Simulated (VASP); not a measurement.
Si2W: single point with PBE

The system is Si2W.

```
CELL_PARAMETERS angstrom
3.22900 -3.22900 0.00000
-3.22900 -3.22900 0.00000
0.00000 0.00000 -7.86683
ATOMIC_POSITIONS crystal
Si 0.00000 0.00000 0.66543
Si 0.50000 0.00000 0.16543
Si 0.50000 0.50000 0.66543
Si 0.00000 0.50000 0.16543
Si 0.00000 0.00000 0.33457
Si 0.50000 0.00000 0.83457
Si 0.50000 0.50000 0.33457
Si 0.00000 0.50000 0.83457
W 0.00000 0.50000 0.49492
W 0.50000 0.50000 0.00000
W 0.50000 0.00000 0.50000
W 0.00000 0.00000 0.00000
```

This cell differs from its parent crystal: atom 9 (W) moved +0.040 Å along Cartesian [0 0 1].

| Property | Result |
| --- | --- |
| Program | VASP 6.6.1 |
| Task | single point |
| Functional | PBE |
| Potentials or basis | VASP PAW PBE potentials, release 64 (Si, W_sv) |
| Cutoff | 520 eV |
| k mesh | 10 × 10 × 6 |
| Occupations | gaussian, width 0.15 eV |
| Spin | no spin polarisation |

- Pressure: 0.2 GPa
- Largest force: 0.740 eV/Å
- Band gap on the k mesh: zero (bands 44 and 45 overlap by 1.17 eV)

Forces on the atoms (eV/Å):
```
Si   0.000  0.000  0.075
Si   0.000  0.000 -0.003
Si   0.000  0.000  0.075
Si   0.000  0.000  0.086
Si   0.000  0.000  0.113
Si   0.000  0.000  0.018
Si   0.000  0.000  0.113
Si   0.000  0.000  0.082
W    0.000  0.000 -0.740
W    0.000  0.000  0.119
W    0.000  0.000 -0.056
W    0.000  0.000  0.119
```

Stress tensor (GPa, compression positive):
```
0.14 0.00 0.00
0.00 0.14 0.00
0.00 0.00 0.29
```

Levels at points of the mesh, in eV from the Fermi level:
| k point | band 40 | band 41 | band 42 | band 43 | band 44 | band 45 | band 46 | band 47 | band 48 | band 49 |
| --- | --- | --- | --- | --- | --- | --- | --- | --- | --- | --- |
| (0.00, 0.00, 0.00) | -1.78 | -0.87 | -0.87 | -0.51 | -0.51 | 0.58 | 0.75 | 2.62 | 2.71 | 2.71 |
| (0.50, 0.00, 0.00) | -2.09 | -1.98 | -1.98 | -0.89 | -0.89 | 0.35 | 0.35 | 1.92 | 1.93 | 2.18 |
| (0.50, 0.50, 0.00) | -2.63 | -0.70 | -0.70 | -0.70 | -0.70 | 2.08 | 2.11 | 2.11 | 2.11 | 2.88 |
| (0.00, 0.00, 0.50) | -2.29 | -2.26 | -2.26 | -0.01 | 0.01 | 0.66 | 0.68 | 1.42 | 1.47 | 1.50 |
| (0.50, 0.00, 0.50) | -2.52 | -2.44 | -2.41 | -2.39 | -2.36 | 1.67 | 1.71 | 1.73 | 1.77 | 2.00 |
| (0.50, 0.50, 0.50) | -2.74 | -0.45 | -0.45 | -0.44 | -0.44 | 2.60 | 2.62 | 2.63 | 2.63 | 2.73 |

Wall time 12 min on 1 thread of Intel(R) Xeon(R) Platinum 8488C (Sapphire Rapids) (shared host), peak memory 0.63 GiB.

Caveat: the cell differs from its parent crystal (atom 9 (W) moved +0.040 Å along Cartesian [0 0 1]); spin-orbit coupling is left out, which moves the levels of the heavy elements.
